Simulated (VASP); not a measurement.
A run of VASP 6.6.1 is set up as follows.

Contents of POSCAR:

```
Zn4Se3S
1.0
    5.5391472222      0.0000000000      0.0000000000
    0.0000000000      5.5391472222      0.0000000000
    0.0000000000      0.0000000000      5.5391472222
S Zn Se
1 4 3
Direct
    0.0000000000      0.0000000000      0.0000000000
    0.7564764079      0.7564764079      0.7564764079
    0.2435235921      0.2435235921      0.7564764079
    0.2435235921      0.7564764079      0.2435235921
    0.7564764079      0.2435235921      0.2435235921
    0.5000000000      0.5000000000      0.0000000000
    0.5000000000      0.0000000000      0.5000000000
    0.0000000000      0.5000000000      0.5000000000
```

File INCAR.step1:

```
PREC = Accurate
ENCUT = 520
ISMEAR = 0
SIGMA = 0.01
LREAL = F
LASPH = T
NELM = 60
NBANDS = 46
GGA = PE
ALGO = Normal
EDIFF = 1E-4
LWAVE = T
LCHARG = F
```

File INCAR.step2:

```
PREC = Accurate
ENCUT = 520
EDIFF = 1E-6
ISMEAR = 0
SIGMA = 0.01
LREAL = F
LASPH = T
NELM = 60
ALGO = Normal
ISIF = 2
LWAVE = F
LCHARG = F
METAGGA = R2SCAN
LMIXTAU = T
NBANDS = 46
ISTART = 1
```

KPOINTS

```
Automatic mesh
0
Gamma
  4 4 4
```

Potentials or basis: VASP PAW PBE potentials, release 64 (S, Zn, Se).

Command:

```sh
$ cat potpaw_PBE.64/S/POTCAR potpaw_PBE.64/Zn/POTCAR potpaw_PBE.64/Se/POTCAR > POTCAR
$ cp INCAR.step1 INCAR
$ mpirun -np 1 vasp_std > vasp.out
$ cp INCAR.step2 INCAR
$ mpirun -np 1 vasp_std > vasp.out
```

Question: What does it give for the band gap on the k mesh?

Answer: 2.15 eV.

Question: Predict the pressure.

Answer: 2.4 GPa.

Caveat: the PAW data sets were made with another functional, which shifts forces and pressure a little.
